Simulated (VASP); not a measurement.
A run of VASP 6.6.1:

Contents of INCAR:

```
PREC = Accurate
ENCUT = 600
EDIFF = 1E-6
ISMEAR = 0
SIGMA = 0.1
LREAL = False
LASPH = True
NELM = 100
ALGO = Normal
ISIF = 3
LWAVE = False
LCHARG = False
GGA = PS
IBRION = 2
NSW = 80
EDIFFG = -0.05
```

Contents of KPOINTS:

```
regular mesh
0
Gamma
  10 10 10
```

The input POSCAR:

```
Mo
1.0
   -1.5316601409      1.5316601409      1.5316601409
    1.5316601409     -1.5316601409      1.5316601409
    1.5316601409      1.5316601409     -1.5316601409
Mo
1
Direct
    0.0000000000      0.0000000000      0.0000000000
```

Potentials or basis: VASP PAW PBE potentials, release 64 (Mo_sv).

Run with:

```console
$ cat potpaw_PBE.64/Mo_sv/POTCAR > POTCAR
$ mpirun -np 1 vasp_std > vasp.out
```

Hardware: 1 thread of Intel(R) Xeon(R) Platinum 8259CL CPU @ 2.50GHz (Skylake/Cascade Lake), with other jobs on the host.

Question: Estimate the wall time of this run.

Answer: It took 18 s on 1 thread of Intel(R) Xeon(R) Platinum 8259CL CPU @ 2.50GHz (Skylake/Cascade Lake), with other jobs on the host, peak memory 0.15 GiB. Counts: scf iterations 32, k points 47, ion steps 4.
